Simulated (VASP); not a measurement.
# Ta2Mo (Pnnm) in VASP: single point with PBE

Aim: the single point of Ta2Mo with PBE.

All numbers are computed with VASP 6.6.1; they aren't measurements. Logs are shortened: lines on timing, memory, paths and dates and some standing lists are left out, and cuts for length are marked.

## 1. The cell of the first run

The structure is orthorhombic, space group Pnnm (No. 58). The conventional cell has a = 5.266 Å, b = 5.426 Å, c = 3.544 Å, α = 90.00°, β = 90.00°, γ = 90.00°. Ta (site symmetry m) has 3 Mo at 2.28 to 2.33 Å and 1 Ta at 3.04 Å within 3.1 Å. Mo (site symmetry 2/m) has 6 Ta at 2.28 to 2.33 Å within 3.0 Å.

## 2. Single point, PBE

Input file INCAR:

```
SYSTEM = Ta2Mo
PREC = Accurate ; ENCUT = 520
EDIFF = 1E-7 ; ISMEAR = 0
SIGMA = 0.1 ; LREAL = .FALSE.
LASPH = .TRUE. ; NELM = 80
ALGO = Fast ; ISIF = 2
LWAVE = .FALSE. ; LCHARG = .FALSE.
GGA = PE ; NBANDS = 45
```

Input file KPOINTS:

```
regular mesh
0
G
  4 4 6
  0 0 0
```

Input file POSCAR:

```
Ta2Mo
1.0
    5.2658366180      0.0000000000      0.0000000000
    0.0000000000      5.4261745920      0.0000000000
    0.0000000000      0.0000000000      3.5443131083
Ta Mo
4 2
Direct
    0.2250000000      0.8250000000      0.5000000000
    0.7250000000      0.6750000000      0.0000000000
    0.7750000000      0.1750000000      0.5000000000
    0.2750000000      0.3250000000      0.0000000000
    0.5000000000      0.5000000000      0.5000000000
    0.0000000000      0.0000000000      0.0000000000
```

Potentials or basis: VASP PAW PBE potentials, release 64 (Ta_pv, Mo_sv).

Command:

```
$ cat potpaw_PBE.64/Ta_pv/POTCAR potpaw_PBE.64/Mo_sv/POTCAR > POTCAR
$ mpirun -np 1 vasp_std > vasp.out
```

OUTCAR:

```text
SYSTEM = Ta2Mo
   PREC = Accurate
   ENCUT = 520
   EDIFF = 1E-7
   ISMEAR = 0
   LREAL = .FALSE.
   LASPH = .TRUE.
   NELM = 80
   ISIF = 2
   GGA = PE

 ion  position               nearest neighbor table
   1  0.225  0.825  0.500-   5 2.28   6 2.33   6 2.33   3 3.04   4 3.25   4 3.25   4 3.25   4 3.25
                             2 3.28   2 3.28   2 3.28   2 3.28   3 3.46
   2  0.725  0.675  0.000-   6 2.28   5 2.33   5 2.33   4 3.04   3 3.25   3 3.25   3 3.25   3 3.25
                             1 3.28   1 3.28   1 3.28   1 3.28   4 3.46
   3  0.775  0.175  0.500-   5 2.28   6 2.33   6 2.33   1 3.04   2 3.25   2 3.25   2 3.25   2 3.25
                             4 3.28   4 3.28   4 3.28   4 3.28   1 3.46
   4  0.275  0.325  0.000-   6 2.28   5 2.33   5 2.33   2 3.04   1 3.25   1 3.25   1 3.25   1 3.25
                             3 3.28   3 3.28   3 3.28   3 3.28   2 3.46
   5  0.500  0.500  0.500-   1 2.28   3 2.28   2 2.33   4 2.33   2 2.33   4 2.33
   6  0.000  0.000  0.000-   2 2.28   4 2.28   3 2.33   1 2.33   1 2.33   3 2.33

  LATTYP: Found a simple orthorhombic cell.
 ALAT       =     3.5443131083
 B/A-ratio  =     1.4857142857
 C/A-ratio  =     1.5309523810

  Lattice vectors:

 A1 = (   0.0000000000,   0.0000000000,   3.5443131083)
 A2 = (   5.2658366180,   0.0000000000,   0.0000000000)
 A3 = (   0.0000000000,   5.4261745920,   0.0000000000)

Analysis of symmetry for initial positions (statically):
=====================================================================
 Subroutine PRICEL returns:
 Original cell was already a primitive cell.

 Routine SETGRP: Setting up the symmetry group for a
 simple orthorhombic supercell.

 Subroutine GETGRP returns: Found  8 space group operations
 (whereof  4 operations were pure point group operations)
 out of a pool of  8 trial point group operations.

The static configuration has the point symmetry C_2h.
 The point group associated with its full space group is D_2h.

Analysis of symmetry for dynamics (positions and initial velocities):
=====================================================================
 Subroutine PRICEL returns:
 Original cell was already a primitive cell.

 Routine SETGRP: Setting up the symmetry group for a
 simple orthorhombic supercell.

 Subroutine GETGRP returns: Found  8 space group operations
 (whereof  4 operations were pure point group operations)
 out of a pool of  8 trial point group operations.

The dynamic configuration has the point symmetry C_2h.
 The point group associated with its full space group is D_2h.

 Subroutine INISYM returns: Found  8 space group operations
 (whereof  4 operations are pure point group operations),
 and found     1 'primitive' translations

----------------------------------------------------------------------------------------

                                     Primitive cell

  volume of cell :     101.2729

  direct lattice vectors                    reciprocal lattice vectors
     5.265836618  0.000000000  0.000000000     0.189903347  0.000000000  0.000000000
     0.000000000  5.426174592  0.000000000     0.000000000  0.184291895  0.000000000
     0.000000000  0.000000000  3.544313108     0.000000000  0.000000000  0.282142116

  length of vectors
     5.265836618  5.426174592  3.544313108     0.189903347  0.184291895  0.282142116

  position of ions in fractional coordinates (direct lattice)
     0.225000000  0.825000000  0.500000000
     0.725000000  0.675000000  0.000000000
     0.775000000  0.175000000  0.500000000
     0.275000000  0.325000000  0.000000000
     0.500000000  0.500000000  0.500000000
     0.000000000  0.000000000  0.000000000

  ion indices of the primitive-cell ions
   primitive index   ion index
                 1           1
                 2           2
                 3           3
                 4           4
                 5           5
                 6           6

----------------------------------------------------------------------------------------

 KPOINTS: regular mesh

Automatic generation of k-mesh.
 Grid dimensions read from file:
 generate k-points for:    4    4    6

 Generating k-lattice:

  Cartesian coordinates                     Fractional coordinates (reciprocal lattice)
     0.047475837  0.000000000  0.000000000     0.250000000  0.000000000  0.000000000
     0.000000000  0.046072974  0.000000000     0.000000000  0.250000000  0.000000000
     0.000000000  0.000000000  0.047023686     0.000000000  0.000000000  0.166666667

  Length of vectors
     0.047475837  0.046072974  0.047023686

  Shift w.r.t. Gamma in fractional coordinates (k-lattice)
     0.000000000  0.000000000  0.000000000

 Subroutine IBZKPT returns following result:
 ===========================================

 Found     36 irreducible k-points:

 Following reciprocal coordinates:
            Coordinates               Weight
  0.000000  0.000000  0.000000      1.000000
  0.250000  0.000000  0.000000      2.000000
  0.500000  0.000000  0.000000      1.000000
  0.000000  0.250000  0.000000      2.000000
  0.250000  0.250000  0.000000      4.000000
  0.500000  0.250000  0.000000      2.000000
[... 16 lines left out ...]
  0.250000  0.250000  0.333333      8.000000
  0.500000  0.250000  0.333333      4.000000
 [... further k-points ...]
   k-points           NKPTS =     36   k-points in BZ     NKDIM =     36   number of bands    NBANDS=     45
   number of dos      NEDOS =    301   number of ions     NIONS =      6
   total plane-waves  NPLWV =  44800
   dimension x,y,z NGX =    40 NGY =   40 NGZ =   28
   dimension x,y,z NGXF=    80 NGYF=   80 NGZF=   56
   ions per type =               4   2
   NGX,Y,Z   is equivalent  to a cutoff of  12.63, 12.26, 13.13 a.u.
   NGXF,Y,Z  is equivalent  to a cutoff of  25.26, 24.51, 26.27 a.u.
 SYSTEM =  Ta2Mo
   PREC   = accura    normal or accurate (medium, high low for compatibility)
   ISTART =      0    job   : 0-new  1-cont  2-samecut
   ICHARG =      2    charge: 1-file 2-atom 10-const
   ISPIN  =      1    spin polarized calculation?
   LNONCOLLINEAR =      F non collinear calculations
   LSORBIT =      F    spin-orbit coupling
   LASPH  =      T    aspherical Exc in radial PAW
   ENCUT  =  520.0 eV  38.22 Ry    6.18 a.u.   9.79 10.09  6.59*2*pi/ulx,y,z
   NELM   =     80;   NELMIN=  2; NELMDL= -5     # of ELM steps
   EDIFF  = 0.1E-06   stopping-criterion for ELM
   LREAL  =      F    real-space projection
   EDIFFG = 0.1E-05   stopping-criterion for IOM
   NSW    =      0    number of steps for IOM
   IBRION =     -1    ionic relax: 0-MD 1-quasi-New 2-CG
   NFREE  =      0    steps in history (QN), initial steepest desc. (CG)
   ISIF   =      2    stress and relaxation
   ISYM   =      2    0-nonsym 1-usesym 2-fastsym
   POTIM  = 0.5000    time-step for ionic-motion
   TEBEG  =    0.0;   TEEND  =   0.0 temperature during run
   PSTRESS=    0.0 pullay stress
   NELECT =      72.0000    total number of electrons
   NUPDOWN=      -1.0000    fix difference up-down
   EMIN   =  10.00;   EMAX   =-10.00  energy-range for DOS
   EFERMI =   0.00;   METHOD = LEGACY
   ISMEAR =     0;   SIGMA  =   0.10  broadening in eV -4-tet -1-fermi 0-gaus
   EFERMI_NEDOS =   21; number of points for ismear=-14 and -15
   IALGO  =     68    algorithm
   IMIX   =      4    mixing-type and parameters
     AMIX     =   0.40;   BMIX     =  1.00
     AMIX_MAG =   1.60;   BMIX_MAG =  1.00
  volume/ion in A,a.u.               =      16.88       113.90
  Fermi-wavevector in a.u.,A,eV,Ry     =   1.461127  2.761129 29.046965  2.134892
  Thomas-Fermi vector in A             =   2.577495
   LORBIT       =      0    0 simple, 1 ext, 2 COOP (PROOUT), +10 PAW based schemes
   GGA     = PE    functional components
   LHFCALC =     F    Hartree Fock is set to
   AEXX    =    0.0000 exact exchange contribution
   IVDW    =     0    specifies the selected vdW correction
   LEPSILON=     F    determine dielectric tensor
   LRPA    =     F    only Hartree local field effects (RPA)
 non-spin polarized calculation
 RMM-DIIS sequential band-by-band and
 Gauss-broadening in eV      SIGMA  =   0.10
  energy-cutoff  :      520.00
  volume of cell :      101.27
 maximum number of plane-waves:      2752
 NGX is ok and might be reduce to    40
   NGX = 19   NGY = 21   NGZ = 13

 number of electron      71.9999998 magnetization

 Free energy of the ion-electron system (eV)
  ---------------------------------------------------
  ext. energy  EPLUGINS =         0.00000000
  ---------------------------------------------------
  free energy    TOTEN  =       -55.76683098 eV

  energy without entropy =      -55.74262430  energy(sigma->0) =      -55.75472764

 E-fermi :   8.1766     XC(G=0): -12.6728

 val. band max:        8.1571765660   @ k =   0.2500   0.0000   0.5000
 cond. band min:       8.2187040097   @ k =   0.2500   0.2500   0.5000
 fundamental gap:      0.0615274436
 Fermi energy:         8.1766369790

 k-point     1 :       0.0000    0.0000    0.0000
  band No.  band energies     occupation
      1     -52.0193      2.00000
      2     -51.9778      2.00000
      3     -28.3088      2.00000
      4     -28.1846      2.00000
      5     -27.9814      2.00000
      6     -27.5320      2.00000
[... 37 lines left out ...]
     44      11.7554      0.00000
     45      11.7700      0.00000

 k-point     2 :       0.2500    0.0000    0.0000
  band No.  band energies     occupation
      1     -52.0133      2.00000
      2     -51.9839      2.00000
      3     -28.2488      2.00000
      4     -28.1494      2.00000
      5     -27.9251      2.00000
      6     -27.6105      2.00000
[... 37 lines left out ...]
     44      11.4634      0.00000
     45      11.9303      0.00000

 k-point     3 :       0.5000    0.0000    0.0000
  band No.  band energies     occupation
      1     -51.9986      2.00000
      2     -51.9986      2.00000
      3     -28.1405      2.00000
      4     -28.1405      2.00000
      5     -27.7784      2.00000
      6     -27.7784      2.00000
[... 37 lines left out ...]
     44      11.2814      0.00000
     45      12.1000      0.00000

 k-point     4 :       0.0000    0.2500    0.0000
  band No.  band energies     occupation
      1     -52.0133      2.00000
      2     -51.9839      2.00000
      3     -28.2429      2.00000
      4     -28.1443      2.00000
      5     -27.9256      2.00000
      6     -27.6113      2.00000
[... 901 lines left out ...]
     44      11.4700      0.00000
     45      12.0035      0.00000

 k-point    23 :       0.2500    0.2500    0.3333
  band No.  band energies     occupation
      1     -52.0078      2.00000
      2     -51.9974      2.00000
      3     -28.5416      2.00000
      4     -28.0996      2.00000
      5     -28.0294      2.00000
      6     -27.6566      2.00000
[... 37 lines left out ...]
     44      11.0902      0.00000
     45      11.6328      0.00000

 k-point    24 :       0.5000    0.2500    0.3333
  band No.  band energies     occupation
      1     -52.0026      2.00000
      2     -52.0026      2.00000
      3     -28.4111      2.00000
      4     -28.4111      2.00000
      5     -27.7493      2.00000
      6     -27.7493      2.00000
[... 37 lines left out ...]
     44      10.6981      0.00000
     45      11.7731      0.00000

 [... further k-points ...]

------------------------ aborting loop because EDIFF is reached ----------------------------------------

  FORCE on cell =-STRESS in cart. coord.  units (eV):
  Direction    XX          YY          ZZ          XY          YZ          ZX
  --------------------------------------------------------------------------------------
  -------------------------------------------------------------------------------------
  Total       39.2325835     36.0279951     43.7684204      0.0000000      0.0000000      0.0000000
  in kB      620.6750176    569.9771594    692.4337547      0.0000000      0.0000000      0.0000000
  external PRESSURE =     627.6953106 kB  Pullay stress =       0.0000000 kB

 VOLUME and BASIS-vectors are now :
 -----------------------------------------------------------------------------
  energy-cutoff  :      520.00
  volume of cell :      101.27
      direct lattice vectors                 reciprocal lattice vectors
     5.265836618  0.000000000  0.000000000     0.189903347  0.000000000  0.000000000
     0.000000000  5.426174592  0.000000000     0.000000000  0.184291895  0.000000000
     0.000000000  0.000000000  3.544313108     0.000000000  0.000000000  0.282142116

 POSITION                                       TOTAL-FORCE (eV/Angst)
 -----------------------------------------------------------------------------------
      1.18481      4.47659      1.77216         1.322717      0.657955      0.000000
      3.81773      3.66267      0.00000         1.322717     -0.657955      0.000000
      4.08102      0.94958      1.77216        -1.322717     -0.657955      0.000000
      1.44811      1.76351      0.00000        -1.322717      0.657955      0.000000
      2.63292      2.71309      1.77216         0.000000      0.000000      0.000000
      0.00000      0.00000      0.00000         0.000000      0.000000      0.000000
 -----------------------------------------------------------------------------------
    total drift:                                0.000000     -0.000000     -0.000000

  FREE ENERGIE OF THE ION-ELECTRON SYSTEM (eV)
  ---------------------------------------------------
  free  energy   TOTEN  =       -55.7668309782 eV

  energy  without entropy=      -55.7426242976  energy(sigma->0) =      -55.75472764
```

It took 92 s on 1 thread of Intel Xeon 6975P-C (Granite Rapids), shared host; peak memory 0.27 GiB.

What came out:

| Quantity | Value |
| --- | --- |
| Free energy | -55.7668 eV |
| Pressure | 62.8 GPa |
| Largest force | 1.477 eV/Å |
| Band gap on the k mesh | zero (bands 36 and 37 overlap by 1.26 eV) |

Forces on the atoms (eV/Å):
```
Ta   1.323  0.658  0.000
Ta   1.323 -0.658  0.000
Ta  -1.323 -0.658  0.000
Ta  -1.323  0.658  0.000
Mo   0.000  0.000  0.000
Mo   0.000  0.000  0.000
```

Stress tensor (GPa, compression positive):
```
62.07  0.00  0.00
 0.00 57.00  0.00
 0.00  0.00 69.24
```

Levels at points of the mesh, in eV from the Fermi level:
```csv
k point,band 33,band 34,band 35,band 36,band 37,band 38,band 39,band 40
"(0.00, 0.00, 0.00)",-1.16,-1.00,-0.37,0.30,0.47,0.49,1.10,1.17
"(0.50, 0.00, 0.00)",-2.39,-2.39,-0.05,-0.05,0.74,0.74,0.77,0.77
"(0.00, 0.50, 0.00)",-1.63,-1.63,-0.19,-0.19,0.44,0.44,0.50,0.50
"(0.50, 0.50, 0.00)",-1.74,-1.74,-0.86,-0.86,0.09,0.09,0.52,0.52
"(0.00, 0.00, 0.50)",-0.57,-0.57,0.49,0.49,0.60,0.60,1.00,1.00
"(0.50, 0.00, 0.50)",-1.53,-1.53,-1.05,-1.05,-0.77,-0.77,0.74,0.74
"(0.00, 0.50, 0.50)",-0.89,-0.89,-0.43,-0.43,-0.11,-0.11,0.36,0.36
"(0.50, 0.50, 0.50)",-0.91,-0.91,-0.08,-0.08,0.86,0.86,2.44,2.44
```

Caveat: the cell stands under pressure; spin-orbit coupling is left out, which moves the levels of the heavy elements; forces of over 1 eV/Å act on the atoms, so gaps and moduli don't describe the material at rest.
